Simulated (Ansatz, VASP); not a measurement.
Two plane-wave programs on TiSi16

```xyz
17
Lattice="0.0000 5.4300 5.4300 5.4300 0.0000 5.4300 5.4300 5.4300 0.0000" Properties=species:S:1:pos:R:3 pbc="T T T"
Si    0.0203   -0.0370   -0.0753
Si    1.4313    1.3475    1.2800
Si    2.7635    2.6393   -0.0276
Si    4.0430    4.0016    1.2670
Si    2.7853   -0.0448    2.6967
Si    4.0895    1.3483    4.0512
Si    5.4723    2.6611    2.6814
Si    6.8866    3.9862    4.1098
Si    0.0353    2.7019    2.6783
Si    1.4004    4.0307    4.0397
Si    2.7028    5.4023    2.6545
Si    4.0652    6.7731    4.0745
Si    2.7536    2.7048    5.3843
Si    4.1004    4.0267    6.7410
Si    5.4911    5.3936    5.4368
Si    6.8442    6.7930    6.7256
Ti    5.4691    5.3732    2.6840
```

Alike in both runs: functional PBE; k mesh 2 × 2 × 2; occupations gaussian, width 0.02 eV; no spin polarisation.

Ansatz relaxed the structure, and its values are those at the end. VASP's run is a single point on that final structure, the one shown.

```csv
,VASP,Ansatz
version,VASP 6.6.1,Ansatz 0.2.0
potentials or method,"VASP PAW PBE potentials, release 64 (Si, Ti_sv), cutoff 520 eV","scalar-relativistic, plane waves, PAW"
valence electrons in the cell,76,76
```

```tsv
	VASP	Ansatz	Ansatz less VASP
rms of the force components (eV/Å)	0.007	0.007	+0.0005
```

The k mesh is coarse, so the values compare programs but aren't converged.
